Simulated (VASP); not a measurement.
Here is a VASP 6.6.1 calculation.

File POSCAR:

```
BeS
1.0
    2.9413850451      0.0000000000      0.0000000000
    0.0000000000      2.9413850451      0.0000000000
    0.0000000000      0.0000000000      2.9413850451
Be S
1 1
Direct
    0.0000000000      0.0000000000      0.0000000000
    0.5000000000      0.5000000000      0.5000000000
```

INCAR.step1

```
  PREC = Accurate
  ENCUT = 520
  EDIFF = 1E-5
  ISMEAR = -1
  SIGMA = 0.02
  LREAL = False
  LASPH = True
  NELM = 120
  ALGO = Normal
  ISIF = 2
  LWAVE = True
  LCHARG = False
  GGA = PE
  NBANDS = 11
  GGA_COMPAT = False
```

INCAR.step2

```
  PREC = Accurate
  ENCUT = 520
  EDIFF = 1E-6
  ISMEAR = -1
  SIGMA = 0.02
  LREAL = False
  LASPH = True
  NELM = 120
  ALGO = Normal
  ISIF = 2
  LWAVE = False
  LCHARG = False
  GGA = PE
  LHFCALC = True
  AEXX = 0.1
  HFSCREEN = 0.1
  PRECFOCK = Normal
  ISTART = 1
  NBANDS = 11
  GGA_COMPAT = False
```

The input KPOINTS:

```
regular mesh
0
Gamma
  4 4 4
```

Potentials or basis: VASP PAW PBE potentials, release 64 (Be, S).

Run with:

```console
$ cat potpaw_PBE.64/Be/POTCAR potpaw_PBE.64/S/POTCAR > POTCAR
$ cp INCAR.step1 INCAR
$ mpirun -np 1 vasp_std > vasp.out
$ cp INCAR.step2 INCAR
$ mpirun -np 1 vasp_std > vasp.out
```

Task: Predict the pressure.

Result: -2.6 GPa.

Task: Predict the band gap on the k mesh.

Result: Zero (band 4 reaches 7.94 eV, above the bottom of band 5 at 6.12 eV).

Caveat: the k points lie up to 0.53 Å⁻¹ apart; the PAW data sets were made with another functional, which shifts forces and pressure a little.
